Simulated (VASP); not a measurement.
## HfB: single point with PBE

The system is HfB.

```xyz
2
Lattice="0.0000 2.3404 2.3404 2.3404 0.0000 2.3404 2.3404 2.3404 0.0000" Properties=species:S:1:pos:R:3 pbc="T T T"
Hf    2.3404    2.3404    2.3404
B     0.0000    0.0000    0.0000
```

```
Program                : VASP 6.6.1
Task                   : single point
Functional             : PBE
Potentials or basis    : VASP PAW PBE potentials, release 64 (Hf_pv, B)
Cutoff                 : 520 eV
k mesh                 : 9 × 9 × 9
Occupations            : fermi-dirac, width 0.15 eV
Spin                   : no spin polarisation
Dipole correction      : no
Further INCAR settings : ALGO = Normal; EDIFF = 1e-06; NBANDS = 14
```

```yaml
Pressure: 20.4 GPa
```

Levels at points of the mesh, in eV from the Fermi level:
```csv
k point,band 4,band 5,band 6,band 7,band 8,band 9,band 10,band 11
"(0.00, 0.00, 0.00)",-9.49,2.12,2.12,2.12,3.80,3.80,3.80,4.03
```

Wall time 20 s on 1 thread of Intel(R) Xeon(R) Platinum 8259CL CPU @ 2.50GHz (Skylake/Cascade Lake), with other jobs on the host, peak memory 0.16 GiB.

Caveat: spin-orbit coupling is left out, which moves the levels of the heavy elements.
